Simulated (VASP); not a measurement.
A run of VASP 6.6.1:

The input INCAR:

```
SYSTEM = HfC
PREC = Accurate
ENCUT = 600
EDIFF = 1E-7
ISMEAR = -1
SIGMA = 0.05
LREAL = .FALSE.
LASPH = .TRUE.
NELM = 80
ALGO = Normal
ISIF = 3
LWAVE = .FALSE.
LCHARG = .FALSE.
GGA = PS
IBRION = 2
NSW = 80
EDIFFG = -0.02
PSTRESS = 50.0
```

Contents of KPOINTS:

```
Automatic mesh
0
G
  10 10 10
  0 0 0
```

The input POSCAR:

```
HfC
1.0
    0.0000000000      2.3250000000      2.3250000000
    2.3250000000      0.0000000000      2.3250000000
    2.3250000000      2.3250000000      0.0000000000
Hf C
1 1
Direct
    0.5000000000      0.5000000000      0.5000000000
    0.0000000000      0.0000000000      0.0000000000
```

Potentials or basis: VASP PAW PBE potentials, release 64 (Hf_pv, C).

Command:

```bash
$ cat potpaw_PBE.64/Hf_pv/POTCAR potpaw_PBE.64/C/POTCAR > POTCAR
$ mpirun -np 1 vasp_std > vasp.out
```

Hardware: 1 thread of AMD EPYC 7R13 Processor (Zen 3), with other jobs on the host.

**Question.** Estimate the wall time of this run.

**Answer.** Wall time 80 s on 1 thread of AMD EPYC 7R13 Processor (Zen 3) (shared host), peak memory 0.14 GiB. Counts: scf iterations 42, k points 47, ion steps 4.
